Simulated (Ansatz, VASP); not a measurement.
# One calculation of Os, two programs

File INCAR:

```
  PREC = Accurate
  ENCUT = 520
  EDIFF = 1E-7
  ISMEAR = 0
  SIGMA = 0.15
  LREAL = F
  LASPH = T
  NELM = 100
  ALGO = Normal
  ISIF = 2
  LWAVE = F
  LCHARG = F
  GGA = PS
  NBANDS = 15
```

The input KPOINTS:

```
regular mesh
0
Gamma
  18 18 12
```

Contents of POSCAR:

```
Os
1.0
    2.8708049743      0.0000000000      0.0000000000
   -1.4354024872      2.4861900370      0.0000000000
    0.0000000000      0.0000000000      4.4276925000
Os
2
Direct
    0.3333333333      0.6666666667      0.2500000000
    0.6666666667      0.3333333333      0.7500000000
```

Input for Ansatz:

```yaml
crystal:
  lattice:
    - [2.8708049743, 0.0, 0.0]
    - [-1.4354024872, 2.486190037, 0.0]
    - [0.0, 0.0, 4.4276925]
  atoms:
    - { symbol: Os, position: [0.3333333333, 0.6666666667, 0.25] }
    - { symbol: Os, position: [0.6666666667, 0.3333333333, 0.75] }
basis:
  ecutwfc: 420
kpoints:
  mp_grid: { grid: [18, 18, 12] }
hamiltonian:
  xc: pbesol
scf:
  occupations: { method: gaussian, width: 0.15 }
output:
  forces: true
  stress: true
  eigenvalues: true
```

Change from the starting cell: strain +0.050 along x and y, +0.025 along z, atoms carried along.

Alike in both runs: task single point; functional PBEsol; k mesh 18 × 18 × 12; occupations gaussian, width 0.15 eV; no spin polarisation.

```csv
,VASP,Ansatz
version,VASP 6.6.1,Ansatz 0.2.0
potentials or method,"VASP PAW PBE potentials, release 64 (Os), cutoff 520 eV","scalar-relativistic, plane waves, PAW"
valence electrons in the cell,16,32
```

Ansatz gave:

```
gap on the k mesh at the Fermi level (eV)                     : none
pressure (GPa)                                                : -40.3
traceless stress, the component that is largest in VASP (GPa) : 4.02
```

Problem. Which values does VASP return?

Solution. gap on the k mesh at the Fermi level (eV): none; pressure (GPa): -40.7; traceless stress, the component that is largest in VASP (GPa): 3.91.

VASP's potentials were made for PBE, not for PBEsol. A gap of «none» marks a metal or a gap that the smearing closes. Both programs put the cell under strong tension, so it lies far from rest at this level. VASP's potentials hold 16 valence electrons a cell and Ansatz's 32, so a difference there can come from the potentials and not from the codes.

Spin-orbit coupling is off throughout. Noted on VASP's run: the cell as given lies far from equilibrium.
